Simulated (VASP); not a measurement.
# Si4C (P-3m1) in VASP: further runs, part 2 of 2

VASP 6.6.1.

## (3) Single point, PBE, collinear spin, ferromagnetic start

This run uses another cell than the first one, of 14.72 Å³/atom, 0.939 times its volume.

File INCAR:

```
ALGO     = Normal         # electronic algorithm
EDIFF    = 1E-6           # SCF threshold, eV
ENCUT    = 520            # plane-wave cutoff, eV
GGA      = PE             # functional
ISIF     = 2              # what is computed and relaxed
ISMEAR   = 0              # smearing method
ISPIN    = 2              # spin polarisation
LASPH    = T              # aspherical terms in the spheres
LCHARG   = F              # write CHGCAR
LORBIT   = 11             # projections on sites
LREAL    = F              # projectors in reciprocal space
LWAVE    = F              # write WAVECAR
MAGMOM   = 0 0 0 0 0 0 0 0 1 1 # initial moments
NBANDS   = 35             # bands
NELM     = 150            # most SCF steps
PREC     = Accurate       # precision mode
SIGMA    = 0.1            # smearing width, eV
```

File KPOINTS:

```
k-points
0
Gamma
  6 6 1
```

File POSCAR:

```
Si4C
1.0
    2.7800773700      0.0000000000      0.0000000000
   -1.3900386800      2.4076176200      0.0000000000
    0.0000000000      0.0000000000     21.9914089200
Si C
8 2
Direct
    0.3333333300      0.6666666700      0.8500000000
    0.3333333300      0.6666666700      0.0500000000
    0.3333333300      0.6666666700      0.2500000000
    0.3333333300      0.6666666700      0.4500000000
    0.6666666700      0.3333333300      0.7500000000
    0.6666666700      0.3333333300      0.9500000000
    0.6666666700      0.3333333300      0.1500000000
    0.6666666700      0.3333333300      0.5500000000
    0.3333333300      0.6666666700      0.6500000000
    0.6666666700      0.3333333300      0.3500000000
```

Potentials or basis: VASP PAW PBE potentials, release 64 (Si, C).

Run with:

```sh
> cat potpaw_PBE.64/Si/POTCAR potpaw_PBE.64/C/POTCAR > POTCAR
> mpirun -np 1 vasp_std > vasp.out
```

Wall time 82 s (1 thread of Intel Xeon 6975P-C (Granite Rapids), shared host); peak memory 0.38 GiB.

It converged, with:

```
Free energy                                           : -47.5037 eV
Pressure                                              : -10.3 GPa
Largest force                                         : 1.684 eV/Å
Band gap on the k mesh                                : zero (filled and empty bands overlap)
Net moment                                            : 0.00 μB per cell
Valence electrons inside the program's atomic spheres : Si 1.53, 1.54, 1.49; C 2.00
```

Forces in eV/Å, atoms in the order of the input:
```
Si   0.000  0.000  0.280
Si   0.000  0.000  0.022
Si   0.000  0.000  1.452
Si   0.000  0.000 -1.684
Si   0.000  0.000 -1.452
Si   0.000  0.000 -0.022
Si   0.000  0.000 -0.280
Si   0.000  0.000  1.684
C    0.000  0.000 -0.049
C    0.000  0.000  0.049
```

Stress tensor (GPa, compression positive):
```
 -5.63   0.00   0.00
  0.00  -5.63   0.00
  0.00   0.00 -19.59
```

Levels at points of the mesh, in eV from the Fermi level:
Spin up:
| k point | band 17 | band 18 | band 19 | band 20 | band 21 | band 22 | band 23 | band 24 |
| --- | --- | --- | --- | --- | --- | --- | --- | --- |
| (0.00, 0.00, 0.00) | 3.09 | 3.09 | 3.09 | 3.09 | 3.92 | 6.97 | 7.07 | 7.63 |
| (0.50, 0.00, 0.00) | -2.86 | -2.65 | -1.34 | -1.26 | -1.16 | 0.43 | 1.24 | 1.54 |
Spin down:
| k point | band 17 | band 18 | band 19 | band 20 | band 21 | band 22 | band 23 | band 24 |
| --- | --- | --- | --- | --- | --- | --- | --- | --- |
| (0.00, 0.00, 0.00) | 3.09 | 3.09 | 3.09 | 3.09 | 3.92 | 6.97 | 7.07 | 7.63 |
| (0.50, 0.00, 0.00) | -2.86 | -2.65 | -1.34 | -1.26 | -1.16 | 0.43 | 1.24 | 1.54 |

Caveat: the k points lie up to 0.43 Å⁻¹ apart; forces of over 1 eV/Å act on the atoms, so gaps and moduli don't describe the material at rest.

## (4) Single point, PBE, collinear spin, ferromagnetic start

This run uses another cell than the first one, of 15.83 Å³/atom, 1.010 times its volume.

File INCAR:

```
PREC = Accurate ; ENCUT = 520
EDIFF = 1E-7 ; ISMEAR = 0
SIGMA = 0.1 ; LREAL = False
LASPH = True ; NELM = 150
ALGO = Normal ; ISIF = 2
LWAVE = False ; LCHARG = False
ISPIN = 2 ; MAGMOM = 0 0 0 0 0 0 0 0 1 1
LORBIT = 11 ; GGA = PE
NBANDS = 35
```

File KPOINTS:

```
Automatic mesh
0
Gamma
  6 6 1
```

File POSCAR:

```
Si4C
1.0
    2.8912222911      0.0000000000      0.0000000000
   -1.4456111455      2.5038719521      0.0000000000
    0.0000000000      0.0000000000     21.8675149849
Si C
8 2
Direct
    0.3333333333      0.6666666667      0.8623268501
    0.3333333333      0.6666666667      0.0506173237
    0.3333333333      0.6666666667      0.2374146070
    0.3333333333      0.6666666667      0.3483440882
    0.6666666667      0.3333333333      0.7625853930
    0.6666666667      0.3333333333      0.9493826763
    0.6666666667      0.3333333333      0.1376731499
    0.6666666667      0.3333333333      0.6516559118
    0.3333333333      0.6666666667      0.7107735589
    0.6666666667      0.3333333333      0.2892264411
```

Run with:

```sh
> cat potpaw_PBE.64/Si/POTCAR potpaw_PBE.64/C/POTCAR > POTCAR
> mpirun -np 1 vasp_std > vasp.out
```

It took 96 s on 1 thread of Intel Xeon 6975P-C (Granite Rapids), shared host; peak memory 0.38 GiB.

Results (log left out):

| Property | Result |
| --- | --- |
| Free energy | -54.9975 eV |
| Pressure | 0.1 GPa |
| Largest force | 0.038 eV/Å |
| Band gap on the k mesh | zero (filled and empty bands overlap) |
| Net moment | 0.00 μB per cell |
| Valence electrons inside the program's atomic spheres | Si 1.56, 1.55, 1.54; C 2.43 |

Forces on the atoms (eV/Å):
```
Si   0.000  0.000  0.005
Si   0.000  0.000  0.007
Si   0.000  0.000  0.038
Si   0.000  0.000 -0.033
Si   0.000  0.000 -0.038
Si   0.000  0.000 -0.007
Si   0.000  0.000 -0.005
Si   0.000  0.000  0.033
C    0.000  0.000  0.004
C    0.000  0.000 -0.004
```

Stress tensor (GPa, compression positive):
```
 0.22  0.00  0.00
 0.00  0.22  0.00
 0.00  0.00 -0.16
```

Levels at points of the mesh, in eV from the Fermi level:
Spin up:
```tsv
k point	band 17	band 18	band 19	band 20	band 21	band 22	band 23	band 24
(0.00, 0.00, 0.00)	0.71	3.31	3.79	4.96	4.98	5.95	5.95	6.13
(0.50, 0.00, 0.00)	-3.23	-2.35	-1.96	-0.81	0.37	0.68	1.17	1.85
```
Spin down:
```csv
k point,band 16,band 17,band 18,band 19,band 20,band 21,band 22,band 23,band 24,band 25
"(0.00, 0.00, 0.00)",-1.04,0.71,3.31,3.79,4.96,4.98,5.95,5.95,6.13,6.34
"(0.50, 0.00, 0.00)",-3.32,-3.23,-2.35,-1.96,-0.81,0.37,0.68,1.17,1.85,2.25
```

Caveat: the k points lie up to 0.42 Å⁻¹ apart.

## (5) Single point, PBE

File INCAR:

```
  ALGO = Normal
  EDIFF = 1E-7
  ENCUT = 520
  GGA = PE
  ISIF = 2
  ISMEAR = 0
  LASPH = True
  LCHARG = False
  LREAL = False
  LWAVE = False
  NBANDS = 31
  NELM = 60
  PREC = Accurate
  SIGMA = 0.1
```

File KPOINTS:

```
k-points
0
Gamma
  18 18 2
```

File POSCAR:

```
Si4C
1.0
    2.8792802393      0.0000000000      0.0000000000
   -1.4396401197      2.4935298319      0.0000000000
    0.0000000000      0.0000000000     21.8208862598
Si C
8 2
Direct
    0.3333333333      0.6666666667      0.8589077217
    0.3333333333      0.6666666667      0.0496996064
    0.3333333333      0.6666666667      0.2393612454
    0.3333333333      0.6666666667      0.3503098443
    0.6666666667      0.3333333333      0.7606387546
    0.6666666667      0.3333333333      0.9503003936
    0.6666666667      0.3333333333      0.1410922783
    0.6666666667      0.3333333333      0.6496901557
    0.3333333333      0.6666666667      0.7089567844
    0.6666666667      0.3333333333      0.2910432156
```

Run with:

```sh
> cat potpaw_PBE.64/Si/POTCAR potpaw_PBE.64/C/POTCAR > POTCAR
> mpirun -np 1 vasp_std > vasp.out
```

Run time: 4.4 min. Hardware: 1 thread of Intel Xeon 6975P-C (Granite Rapids), shared host; peak memory 0.45 GiB.

Results (log left out):

| Quantity | Value |
| --- | --- |
| Free energy | -54.9914 eV |
| Pressure | 0.0 GPa |
| Largest force | 0.033 eV/Å |
| Band gap on the k mesh | zero (band 20 reaches 12.45 eV, above the bottom of band 21 at 5.44 eV) |

Forces in eV/Å, atoms in the order of the input:
```
Si   0.000  0.000  0.009
Si   0.000  0.000  0.006
Si   0.000  0.000  0.033
Si   0.000  0.000 -0.030
Si   0.000  0.000 -0.033
Si   0.000  0.000 -0.006
Si   0.000  0.000 -0.009
Si   0.000  0.000  0.030
C    0.000  0.000 -0.006
C    0.000  0.000  0.006
```

Stress tensor (GPa, compression positive):
```
 0.04  0.00  0.00
 0.00  0.04  0.00
 0.00  0.00 -0.14
```

Levels at points of the mesh, in eV from the Fermi level:
```
           k point  band 16  band 17  band 18  band 19  band 20  band 21  band 22  band 23  band 24  band 25
(0.00, 0.00, 0.00)    -1.01     0.48     3.19     3.74     5.12     5.14     6.05     6.05     6.18     6.45
(0.50, 0.00, 0.00)    -3.30    -3.30    -2.49    -2.08    -0.88     0.32     0.62     1.07     1.89     2.09
(0.00, 0.00, 0.50)    -1.01     0.56     2.82     4.36     5.12     5.14     5.55     6.05     6.05     6.45
(0.50, 0.00, 0.50)    -3.30    -3.30    -2.49    -2.08    -0.88     0.31     0.62     1.09     1.89     2.09
```

## (6) Overview

| spin | cell | k mesh | gap on the mesh (eV) | pressure (GPa) | moment (μB) | largest force (eV/Å) |
| --- | --- | --- | --- | --- | --- | --- |
| off | a = 2.871, b = 2.871, c = 21.970 Å, angles 90.0, 90.0, 120.0°, 10 atoms | 12 × 12 × 2 | none | 0.0 | - | 0.03 |
| collinear, ferromagnetic start | a = 2.780, b = 2.780, c = 21.991 Å, angles 90.0, 90.0, 120.0°, 10 atoms | 6 × 6 × 1 | none | -10.3 | 0.00 | 1.68 |
| collinear, ferromagnetic start | a = 2.891, b = 2.891, c = 21.868 Å, angles 90.0, 90.0, 120.0°, 10 atoms | 6 × 6 × 1 | none | 0.1 | 0.00 | 0.04 |
| off | a = 2.879, b = 2.879, c = 21.821 Å, angles 90.0, 90.0, 120.0°, 10 atoms | 18 × 18 × 2 | none | 0.0 | - | 0.03 |

Alike in all rows: task single point; level PBE; potentials or basis VASP PAW PBE potentials, release 64 (Si, C); cutoff (eV) 520; smearing gaussian 0.1 eV.

Caveats: some runs use coarse meshes; forces of over 1 eV/Å act on the atoms, so gaps and moduli don't describe the material at rest (some runs).

Absolute energies hang on the potentials; compare differences alone.
